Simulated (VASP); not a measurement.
Input of a VASP 6.6.1 run:

Contents of INCAR:

```
PREC     = Accurate       # precision mode
ENCUT    = 520            # plane-wave cutoff, eV
EDIFF    = 1E-6           # SCF threshold, eV
ISMEAR   = 0              # smearing method
SIGMA    = 0.05           # smearing width, eV
LREAL    = False          # projectors in reciprocal space
LASPH    = True           # aspherical terms in the spheres
NELM     = 100            # most SCF steps
ALGO     = Normal         # electronic algorithm
ISIF     = 2              # what is computed and relaxed
LWAVE    = False          # write WAVECAR
LCHARG   = False          # write CHGCAR
NBANDS   = 30             # bands
```

KPOINTS

```
regular mesh
0
Gamma
  7 7 2
```

The input POSCAR:

```
N
1.0
   -3.5269202438      0.0000000000      0.0000000000
   -1.7634601219     -3.0544025283      0.0000000000
   -0.4408650305      0.7636006321     14.3505029787
N
8
Direct
    0.1157238968      0.5509427699      0.8704377462
    0.2346265495      0.4320401171      0.3948271353
    0.1347834853      0.5318831814      0.7941993922
    0.2536861380      0.4129805286      0.3185887812
    0.6274112092      0.7059221241      0.1570218298
    0.5085085565      0.8248247769      0.6326324407
    0.6464707977      0.6868625356      0.0807834757
    0.5275681450      0.8057651883      0.5563940867
```

Potentials or basis: VASP PAW LDA potentials, release 64 (N).

Run with:

```sh
$ cat potpaw_LDA.64/N/POTCAR > POTCAR
$ mpirun -np 1 vasp_std > vasp.out
```

Q: Estimate the band gap on the k mesh.

A: 6.50 eV (least direct gap 6.64 eV).

Q: Estimate the largest force.

A: 1.538 eV/Å.

Stress tensor (GPa, compression positive):
```
-0.22  0.00  0.03
 0.00 -0.23 -0.01
 0.03 -0.01  6.69
```

Caveat: the cell differs from its parent crystal (the part above a cut slid along it); the standard files for N, O and F lose accuracy on very short bonds; the stress differs along the axes, from -0 to 7 GPa; forces of over 1 eV/Å act on the atoms, so gaps and moduli don't describe the material at rest. A k mesh can miss the band edges.
